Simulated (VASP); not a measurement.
# Al in VASP: further runs

Runs on Al. Level: PBEsol. Tasks: single point.

Everything below comes from runs of VASP 6.6.1. Logs are shortened: lines on timing, memory, paths and dates and some standing lists are left out, and cuts for length are marked.

## 1. The cell of the first run

The typed cell holds 4 atoms: a = 2.782 Å, b = 2.782 Å, c = 9.337 Å, α = 76.79°, β = 92.85°, γ = 109.47°.

## 2. Single point, PBEsol

File INCAR:

```
ALGO = Normal
EDIFF = 1E-6
ENCUT = 500
GGA = PS
GGA_COMPAT = F
ISIF = 2
ISMEAR = 0
LASPH = T
LCHARG = T
LELF = T
LREAL = F
LVHAR = T
LWAVE = F
NBANDS = 14
NELM = 120
PREC = Accurate
SIGMA = 0.15
```

File KPOINTS:

```
k-points
0
Gamma
  16 16 5
```

File POSCAR:

```
Al
1.0
   -1.6063180831      1.6063180831     -1.6063180831
   -1.6063180831     -1.6063180831      1.6063180831
   -1.4456862748      5.3008496744      7.5496949908
Al
4
Direct
   -0.0875000000     -0.7000000000      0.8750000000
    0.4875000000      0.4000000000      0.1250000000
   -0.0375000000     -0.3000000000      0.3750000000
    0.4375000000      0.0000000000      0.6250000000
```

Potentials or basis: VASP PAW PBE potentials, release 64 (Al).

On the command line:

```
$ cat potpaw_PBE.64/Al/POTCAR > POTCAR
$ mpirun -np 1 vasp_std > vasp.out
```

OUTCAR:

```text
EDIFF = 1E-6
   ENCUT = 500
   GGA = PS
   ISIF = 2
   ISMEAR = 0
   LASPH = T
   LREAL = F
   NELM = 120
   PREC = Accurate

 ion  position               nearest neighbor table
   1  0.913  0.300  0.875-   2 2.78   2 2.78   4 2.78   4 2.78   2 2.96   4 3.21   4 3.21
   2  0.487  0.400  0.125-   1 2.78   1 2.78   3 2.78   3 2.78   1 2.96   3 3.21   3 3.21
   3  0.962  0.700  0.375-   2 2.78   4 2.78   4 2.78   2 2.78   2 3.21   4 3.21   4 3.21   2 3.21

   4  0.438  0.000  0.625-   3 2.78   1 2.78   3 2.78   1 2.78   1 3.21   3 3.21   1 3.21   3 3.21

  LATTYP: Found a triclinic cell.
 ALAT       =     2.7822245330
 B/A-ratio  =     1.1547005384
 C/A-ratio  =     3.2756678709
 COS(alpha) =     0.0176254215
 COS(beta)  =     0.0712322929
 COS(gamma) =     0.5773502692

  Lattice vectors:

 A1 = (  -1.6063180831,  -1.6063180831,   1.6063180831)
 A2 = (  -3.2126361662,   0.0000000000,   0.0000000000)
 A3 = (  -0.1606318083,  -6.9071677575,  -5.9433769077)

Analysis of symmetry for initial positions (statically):
=====================================================================
 Subroutine PRICEL returns:
 Original cell was already a primitive cell.

 Routine SETGRP: Setting up the symmetry group for a
 triclinic supercell.

 Subroutine GETGRP returns: Found  2 space group operations
 (whereof  1 operations were pure point group operations)
 out of a pool of  2 trial point group operations.

The static configuration has the point symmetry C_1 .
 The point group associated with its full space group is S_2 .

Analysis of symmetry for dynamics (positions and initial velocities):
=====================================================================
 Subroutine PRICEL returns:
 Original cell was already a primitive cell.

 Routine SETGRP: Setting up the symmetry group for a
 triclinic supercell.

 Subroutine GETGRP returns: Found  2 space group operations
 (whereof  1 operations were pure point group operations)
 out of a pool of  2 trial point group operations.

The dynamic configuration has the point symmetry C_1 .
 The point group associated with its full space group is S_2 .

 Subroutine INISYM returns: Found  2 space group operations
 (whereof  1 operations are pure point group operations),
 and found     1 'primitive' translations

----------------------------------------------------------------------------------------

                                     Primitive cell

[... 107 lines left out ...]
   EMIN   =  10.00;   EMAX   =-10.00  energy-range for DOS
   EFERMI =   0.00;   METHOD = LEGACY
   ISMEAR =     0;   SIGMA  =   0.15  broadening in eV -4-tet -1-fermi 0-gaus
   EFERMI_NEDOS =   21; number of points for ismear=-14 and -15
   IALGO  =     38    algorithm
   IMIX   =      4    mixing-type and parameters
     AMIX     =   0.40;   BMIX     =  1.00
     AMIX_MAG =   1.60;   BMIX_MAG =  1.00
  volume/ion in A,a.u.               =      16.58       111.88
  Fermi-wavevector in a.u.,A,eV,Ry     =   0.925970  1.749830 11.665920  0.857421
  Thomas-Fermi vector in A             =   2.051882
   LORBIT       =      0    0 simple, 1 ext, 2 COOP (PROOUT), +10 PAW based schemes
   GGA     = PS    functional components
   LHFCALC =     F    Hartree Fock is set to
   AEXX    =    0.0000 exact exchange contribution
   IVDW    =     0    specifies the selected vdW correction
   LEPSILON=     F    determine dielectric tensor
   LRPA    =     F    only Hartree local field effects (RPA)
 non-spin polarized calculation
 Gauss-broadening in eV      SIGMA  =   0.15
  energy-cutoff  :      500.00
  volume of cell :       66.32
 maximum number of plane-waves:      1707
   NGX = 11   NGY = 11   NGZ = 35

 number of electron      12.0000000 magnetization

 Free energy of the ion-electron system (eV)
  ---------------------------------------------------
  ext. energy  EPLUGINS =         0.00000000
  ---------------------------------------------------
  free energy    TOTEN  =       -16.01487406 eV

  energy without entropy =      -15.99446608  energy(sigma->0) =      -16.00467007

 E-fermi :   7.8815     XC(G=0): -10.2407

 val. band max:        7.8797096764   @ k =   0.0625   0.3750   0.4000
 cond. band min:       7.8818429282   @ k =   0.4375  -0.1250   0.2000
 fundamental gap:      0.0021332518
 Fermi energy:         7.8815308327

 k-point     1 :       0.0000    0.0000    0.0000
  band No.  band energies     occupation
      1      -3.1963      2.00000
      2      -1.4146      2.00000
      3      -1.4140      2.00000
      4       3.5880      2.00000
      5       4.0475      2.00000
      6      12.1488      0.00000
      7      12.1775      0.00000
      8      16.0866      0.00000
      9      16.1716      0.00000
     10      17.1033      0.00000
     11      17.2186      0.00000
     12      17.7962      0.00000
     13      18.0169      0.00000
     14      18.2797      0.00000
[... 377 lines left out ...]
      1      -2.8859      2.00000
      2      -1.2403      2.00000
      3      -0.9753      2.00000
      4       3.7630      2.00000
      5       4.4625      2.00000
      6      12.0456      0.00000
      7      12.7659      0.00000
      8      13.1642      0.00000
      9      14.2830      0.00000
     10      15.1966      0.00000
     11      17.1176      0.00000
     12      17.8755      0.00000
     13      18.1294      0.00000
     14      18.3676      0.00000

 [... further k-points ...]

------------------------ aborting loop because EDIFF is reached ----------------------------------------

  FORCE on cell =-STRESS in cart. coord.  units (eV):
  Direction    XX          YY          ZZ          XY          YZ          ZX
  --------------------------------------------------------------------------------------
  -------------------------------------------------------------------------------------
  Total       -0.1475992      0.2498142      0.1041809     -0.1088682     -0.2412095     -0.0586287
  in kB       -3.5659882      6.0354981      2.5170045     -2.6302487     -5.8276093     -1.4164651
  external PRESSURE =       1.6621714 kB  Pullay stress =       0.0000000 kB

 VOLUME and BASIS-vectors are now :
 -----------------------------------------------------------------------------
  energy-cutoff  :      500.00
  volume of cell :       66.32
      direct lattice vectors                 reciprocal lattice vectors
    -1.606318083  1.606318083 -1.606318083    -0.311270853  0.147853655 -0.163417198
    -1.606318083 -1.606318083  1.606318083    -0.311270853 -0.217889597  0.093381256
    -1.445686275  5.300849674  7.549694991     0.000000000  0.077817713  0.077817713

 POSITION                                       TOTAL-FORCE (eV/Angst)
 -----------------------------------------------------------------------------------
     -3.21264      5.62211      5.62211         0.089976     -0.030842     -0.025076
     -1.60632      0.80316      0.80316        -0.089976      0.030842      0.025076
     -3.21264      2.40948      2.40948         0.004989      0.009499     -0.027183
     -1.60632      4.01580      4.01580        -0.004989     -0.009499      0.027183
 -----------------------------------------------------------------------------------
    total drift:                               -0.000000     -0.000000      0.000000

  FREE ENERGIE OF THE ION-ELECTRON SYSTEM (eV)
  ---------------------------------------------------
  free  energy   TOTEN  =       -16.0148740593 eV

  energy  without entropy=      -15.9944660834  energy(sigma->0) =      -16.00467007
```

stdout:

```text
POSCAR found type information on POSCAR Al
 POSCAR found :  1 types and       4 ions
 scaLAPACK will be used
 -----------------------------------------------------------------------------
|                                                                             |
|                                                                             |
|     You enforced a specific xc type in the INCAR file but a different       |
|     I HOPE YOU KNOW WHAT YOU ARE DOING!                                     |
|                                                                             |
 -----------------------------------------------------------------------------

 LDA part: xc-table for (Slater+PW92), standard interpolation
 POSCAR, INCAR and KPOINTS ok, starting setup
 FFT: planning ... GRIDC
 FFT: planning ... GRID_SOFT
 FFT: planning ... GRID
 WAVECAR not read
 entering main loop
```

It took 5.2 min on 1 thread of Intel Xeon Platinum 8259CL at 2.50GHz (Skylake/Cascade Lake), shared host; peak memory 0.49 GiB.

Results:

```
Free energy            : -16.0149 eV
Pressure               : 0.2 GPa
Largest force          : 0.098 eV/Å
Band gap on the k mesh : zero (bands 6 and 7 overlap by 6.49 eV)
```

Forces in eV/Å, atoms in the order of the input:
```
Al   0.090 -0.031 -0.025
Al  -0.090  0.031  0.025
Al   0.005  0.009 -0.027
Al  -0.005 -0.009  0.027
```

Caveat: the PAW data sets were made with another functional, which shifts forces and pressure a little.

## 3. Single point, PBEsol

File INCAR:

```
SYSTEM = Al
PREC = Accurate
ENCUT = 520
EDIFF = 1E-6
ISMEAR = 0
SIGMA = 0.15
LREAL = .FALSE.
LASPH = .TRUE.
NELM = 60
ALGO = Fast
ISIF = 2
LWAVE = .FALSE.
LCHARG = .TRUE.
GGA = PS
LELF = .TRUE.
LVHAR = .TRUE.
ISYM = 0
NBANDS = 14
```

File KPOINTS:

```
regular mesh
0
G
  16 16 5
  0 0 0
```

File POSCAR:

```
Al
1.0
   -1.6063180831      1.6063180831     -1.6063180831
   -1.6063180831     -1.6063180831      1.6063180831
   -1.6063180831      5.7827450994      7.0677995658
Al
4
Direct
   -0.2625000000     -0.6125000000      0.8750000000
    0.4625000000      0.4125000000      0.1250000000
   -0.1125000000     -0.2625000000      0.3750000000
    0.3125000000      0.0625000000      0.6250000000
```

Potentials or basis: VASP PAW PBE potentials, release 64 (Al).

On the command line:

```
$ cat potpaw_PBE.64/Al/POTCAR > POTCAR
$ mpirun -np 1 vasp_std > vasp.out
```

It took 5.4 min on 1 thread of Intel Xeon 6975P-C (Granite Rapids), shared host; peak memory 0.51 GiB.

Results (log left out):

```yaml
Free_energy: -15.8191 eV
Pressure: 1.9 GPa
Largest_force: 1.145 eV/Å
Band_gap_on_the_k_mesh: zero (bands 6 and 7 overlap by 6.52 eV)
```

Forces in eV/Å, atoms in the order of the input:
```
Al  -0.001 -0.237 -1.120
Al   0.001  0.237  1.120
Al   0.001 -0.022 -0.044
Al  -0.001  0.022  0.044
```

Stress tensor (GPa, compression positive):
```
-0.92  0.13  0.08
 0.13 -0.20  1.27
 0.08  1.27  6.75
```

Levels at points of the mesh, in eV from the Fermi level:
| k point | band 2 | band 3 | band 4 | band 5 | band 6 | band 7 | band 8 | band 9 | band 10 | band 11 |
| --- | --- | --- | --- | --- | --- | --- | --- | --- | --- | --- |
| (0.00, 0.00, 0.00) | -9.28 | -9.27 | -4.30 | -3.80 | 4.14 | 4.33 | 8.35 | 8.37 | 8.94 | 9.05 |
| (0.50, 0.00, 0.00) | -5.65 | -4.58 | -4.50 | -3.82 | -3.14 | -0.18 | 0.22 | 1.95 | 2.31 | 7.17 |
| (0.00, 0.50, 0.00) | -5.50 | -5.12 | -4.98 | -2.88 | -2.43 | -1.31 | -0.87 | 3.40 | 3.66 | 5.54 |
| (0.50, 0.50, 0.00) | -3.85 | -3.11 | -2.85 | -1.73 | -1.46 | 0.67 | 2.05 | 2.27 | 2.35 | 3.40 |

Caveat: the PAW data sets were made with another functional, which shifts forces and pressure a little.

## 4. Single point, PBEsol

File INCAR:

```
PREC     = Accurate       # precision mode
ENCUT    = 520            # plane-wave cutoff, eV
EDIFF    = 1E-6           # SCF threshold, eV
ISMEAR   = 0              # smearing method
SIGMA    = 0.15           # smearing width, eV
LREAL    = False          # projectors in reciprocal space
LASPH    = True           # aspherical terms in the spheres
NELM     = 80             # most SCF steps
ALGO     = Fast           # electronic algorithm
ISIF     = 2              # what is computed and relaxed
LWAVE    = False          # write WAVECAR
LCHARG   = True           # write CHGCAR
GGA      = PS             # functional
LELF     = True           # ELF
LVHAR    = True         
NBANDS   = 14             # bands
```

File KPOINTS:

```
Automatic mesh
0
Gamma
  16 16 5
```

File POSCAR:

```
Al
1.0
   -1.6063180831      1.6063180831     -1.6063180831
   -1.6063180831     -1.6063180831      1.6063180831
   -1.4456862748      6.2646405243      6.5859041409
Al
4
Direct
   -0.3500000000     -0.4375000000      0.8750000000
    0.4500000000      0.4375000000      0.1250000000
   -0.1500000000     -0.1875000000      0.3750000000
    0.2500000000      0.1875000000      0.6250000000
```

On the command line:

```
$ cat potpaw_PBE.64/Al/POTCAR > POTCAR
$ mpirun -np 1 vasp_std > vasp.out
```

It took 14 min on 1 thread of Intel Xeon 8259CL, shared host; peak memory 0.53 GiB.

It converged, with:

```
Free energy            : -15.4138 eV
Pressure               : 4.4 GPa
Largest force          : 2.581 eV/Å
Band gap on the k mesh : zero (bands 6 and 7 overlap by 6.58 eV)
```

Forces on the atoms (eV/Å):
```
Al  -0.227 -1.536 -2.062
Al   0.227  1.536  2.062
Al  -0.008 -0.061 -0.062
Al   0.008  0.061  0.062
```

Stress tensor (GPa, compression positive):
```
-0.25  0.80  0.82
 0.80  4.95  5.73
 0.82  5.73  8.62
```

Levels at points of the mesh, in eV from the Fermi level:
```
           k point  band 2  band 3  band 4  band 5  band 6  band 7  band 8  band 9  band 10  band 11
(0.00, 0.00, 0.00)   -9.28   -9.25   -4.32   -3.78    3.98    4.37    8.47    8.56     8.74     8.80
(0.50, 0.00, 0.00)   -5.61   -4.68   -4.67   -3.63   -2.93   -0.51   -0.01    2.23     2.71     6.66
(0.00, 0.50, 0.00)   -5.57   -4.85   -4.76   -3.41   -2.75   -0.81   -0.27    2.60     3.05     6.18
(0.50, 0.50, 0.00)   -3.84   -2.69   -2.59   -2.08   -2.06    1.32    2.11    2.26     2.39     2.89
```

Caveat: the cell stands under pressure; the PAW data sets were made with another functional, which shifts forces and pressure a little.

## 5. Single point, PBEsol

File INCAR:

```
PREC = Accurate
ENCUT = 520
EDIFF = 1E-7
ISMEAR = 0
SIGMA = 0.15
LREAL = F
LASPH = T
NELM = 100
ALGO = Fast
ISIF = 2
LWAVE = F
LCHARG = F
GGA = PS
NBANDS = 14
```

KPOINTS is that of step 4.

File POSCAR:

```
Al
1.0
   -1.6063180831      1.6063180831     -1.6063180831
   -1.6063180831     -1.6063180831      1.6063180831
   -1.4456862748      5.9433769077      6.9071677575
Al
4
Direct
   -0.2625000000     -0.5250000000      0.8750000000
    0.4625000000      0.4250000000      0.1250000000
   -0.1125000000     -0.2250000000      0.3750000000
    0.3125000000      0.1250000000      0.6250000000
```

On the command line:

```
$ cat potpaw_PBE.64/Al/POTCAR > POTCAR
$ mpirun -np 1 vasp_std > vasp.out
```

Wall time 14 min (1 thread of Intel Xeon 8259CL, shared host); peak memory 0.53 GiB.

The run converged. Its results:

* Free energy: -15.6777 eV
* Pressure: 2.8 GPa
* Largest force: 1.678 eV/Å
* Band gap on the k mesh: zero (bands 6 and 7 overlap by 6.57 eV)

Forces in eV/Å, atoms in the order of the input:
```
Al  -0.135 -0.580 -1.569
Al   0.135  0.580  1.569
Al  -0.004 -0.040 -0.051
Al   0.004  0.040  0.051
```

Stress tensor (GPa, compression positive):
```
-0.95  0.51  0.79
 0.51  1.13  2.72
 0.79  2.72  8.30
```

Levels at points of the mesh, in eV from the Fermi level:
```csv
k point,band 4,band 5,band 6,band 7,band 8,band 9
"(0.00, 0.00, 0.00)",-4.30,-3.79,4.08,4.35,8.40,8.43
"(0.50, 0.00, 0.00)",-4.49,-3.82,-3.13,-0.18,0.23,1.94
"(0.00, 0.50, 0.00)",-4.86,-3.15,-2.58,-1.06,-0.56,3.00
"(0.50, 0.50, 0.00)",-2.75,-1.87,-1.67,0.87,2.26,2.38
```

Caveat: the PAW data sets were made with another functional, which shifts forces and pressure a little.

## 6. The runs side by side

| cell | cutoff (eV) | gap on the mesh (eV) | pressure (GPa) | largest force (eV/Å) |
| --- | --- | --- | --- | --- |
| a = 2.782, b = 2.782, c = 9.337 Å, angles 76.8, 92.8, 109.5°, 4 atoms | 500 | none | 0.2 | 0.10 |
| a = 2.782, b = 2.782, c = 9.272 Å, angles 79.6, 88.9, 109.5°, 4 atoms | 520 | none | 1.9 | 1.15 |
| a = 2.782, b = 2.782, c = 9.204 Å, angles 83.6, 86.0, 109.5°, 4 atoms | 520 | none | 4.4 | 2.58 |
| a = 2.782, b = 2.782, c = 9.226 Å, angles 81.3, 88.3, 109.5°, 4 atoms | 520 | none | 2.8 | 1.68 |

Alike in all rows: task single point; level PBEsol; potentials or basis VASP PAW PBE potentials, release 64 (Al); no spin polarisation; k mesh 16 × 16 × 5; smearing gaussian 0.15 eV.

Caveats: the PAW data sets were made with another functional, which shifts forces and pressure a little; the cell stands under pressure (at least some runs).

Absolute energies hang on the potentials; compare differences alone.
